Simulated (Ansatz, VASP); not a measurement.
**Two plane-wave programs on Mn**

INCAR

```
PREC = Accurate
ENCUT = 520
EDIFF = 1E-6
ISMEAR = -1
SIGMA = 0.1
LREAL = F
LASPH = T
NELM = 80
ALGO = Normal
ISIF = 2
LWAVE = F
LCHARG = T
GGA = PS
LELF = T
LVHAR = T
NBANDS = 12
```

File KPOINTS:

```
Automatic mesh
0
Gamma
  16 16 16
```

Contents of POSCAR:

```
Mn
1.0
    2.2227352603      0.0000000000      0.0000000000
    0.0000000000      2.2227352603      0.0000000000
    0.0000000000      0.0000000000      2.2227352603
Mn
1
Direct
    0.0000000000      0.0000000000      0.0000000000
```

Input for Ansatz:

```yaml
crystal:
  lattice:
    - [2.2227352603, 0.0, 0.0]
    - [0.0, 2.2227352603, 0.0]
    - [0.0, 0.0, 2.2227352603]
  atoms:
    - { symbol: Mn, position: [0.0, 0.0, 0.0] }
hamiltonian:
  xc: pbesol
  pseudopotentials:
    kind: paw
    azcp:
      Mn: "pseudopotentials/Mn.paw.azcp"
basis:
  ecutwfc: 420
  fft_grid_basis: typed
kpoints:
  mp_grid: { grid: [16, 16, 16], shift: [0, 0, 0] }
magnetization:
  spin_polarized: false
scf:
  occupations: { method: fermi_dirac, width: 0.1 }
  lower_state_search: "off"
output:
  stress: true
  write_density: true
  write_potential: true
  elf: true
  volumetric_format: npy
```

Alike in both runs: task single point; functional PBEsol; k mesh 16 × 16 × 16; occupations fermi-dirac, width 0.1 eV; no spin polarisation.

|  | VASP | Ansatz |
| --- | --- | --- |
| version | VASP 6.6.1 | Ansatz 0.2.0 |
| potentials or method | VASP PAW PBE potentials, release 64 (Mn_pv), cutoff 520 eV | plane waves (420 eV) with PAW, scalar-relativistic |
| valence electrons in the cell | 13 | 15 |

|  | VASP | Ansatz | Ansatz less VASP |
| --- | --- | --- | --- |
| pressure (GPa) | 11.0 | 10.4 | -0.59 |

VASP's potentials were made for PBE, not for PBEsol, and Ansatz warns of the same on its side. VASP's potentials hold 13 valence electrons a cell and Ansatz's 15, so a difference there can come from the potentials and not from the codes.
